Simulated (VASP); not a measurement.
Here is a VASP 6.6.1 calculation.

The input INCAR:

```
  PREC = Accurate
  ENCUT = 500
  EDIFF = 1E-6
  ISMEAR = -1
  SIGMA = 0.02
  LREAL = F
  LASPH = T
  NELM = 120
  ALGO = Normal
  ISIF = 2
  LWAVE = F
  LCHARG = T
  GGA = PE
  LELF = T
  LVHAR = T
  NBANDS = 22
  GGA_COMPAT = F
```

The input KPOINTS:

```
regular mesh
0
Gamma
  12 12 6
```

The input POSCAR:

```
Br
1.0
    3.3939394274     -2.3437431107      0.0000000000
    3.3939394274      2.3437431107      0.0000000000
    0.0000000000      0.0000000000      8.7817078953
Br
4
Direct
    0.8728086834      0.1271913166      0.1159937025
    0.6271913166      0.3728086834      0.6159937025
    0.1271913166      0.8728086834      0.8840062975
    0.3728086834      0.6271913166      0.3840062975
```

Potentials or basis: VASP PAW PBE potentials, release 64 (Br).

The run is started by

```console
$ cat potpaw_PBE.64/Br/POTCAR > POTCAR
$ mpirun -np 1 vasp_std > vasp.out
```

Problem. Estimate the band gap on the k mesh.

Solution. 1.59 eV (least direct gap 1.60 eV).

Problem. What does it give for the largest force?

Solution. 0.011 eV/Å.

Problem. Estimate the pressure.

Solution. 0.0 GPa.

Stress tensor (GPa, compression positive):
```
 1.07  0.00  0.00
 0.00 -0.53  0.00
 0.00  0.00 -0.49
```

Caveat: this functional lacks dispersion, which holds the molecules together, so the pressure and a relaxed volume are unreliable. A k mesh can miss the band edges.
